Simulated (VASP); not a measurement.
C, 2 atoms in the cell. The cell holds a slab with vacuum, 2 atoms: a = 2.456 Å, b = 2.456 Å, c = 8.524 Å, α = 90.00°, β = 90.00°, γ = 120.00°. 

```yaml
Program: VASP 6.6.1
Task: single point
Functional: revPBE
Potentials_or_basis: VASP PAW PBE potentials, release 64 (C)
Cutoff: 520 eV
k_mesh: 9 × 9 × 2
Occupations: gaussian, width 0.1 eV
Spin: no spin polarisation
Dipole_correction: no
Further_INCAR_settings: ALGO = Normal; EDIFF = 1e-06; NBANDS = 11
```

Potentials or basis: VASP PAW PBE potentials, release 64 (C).

Launch:

```sh
$ cat potpaw_PBE.64/C/POTCAR > POTCAR
$ mpirun -np 1 vasp_std > vasp.out
```

Hardware: 1 thread of Intel(R) Xeon(R) Platinum 8559C (Emerald Rapids), on a shared host.

Task: How long does it take, and how much memory?

Result: Run time: 6.4 s on 1 thread of Intel(R) Xeon(R) Platinum 8559C (Emerald Rapids), with other jobs on the host, peak memory 0.14 GiB. Counts: scf iterations 15, k points 24.
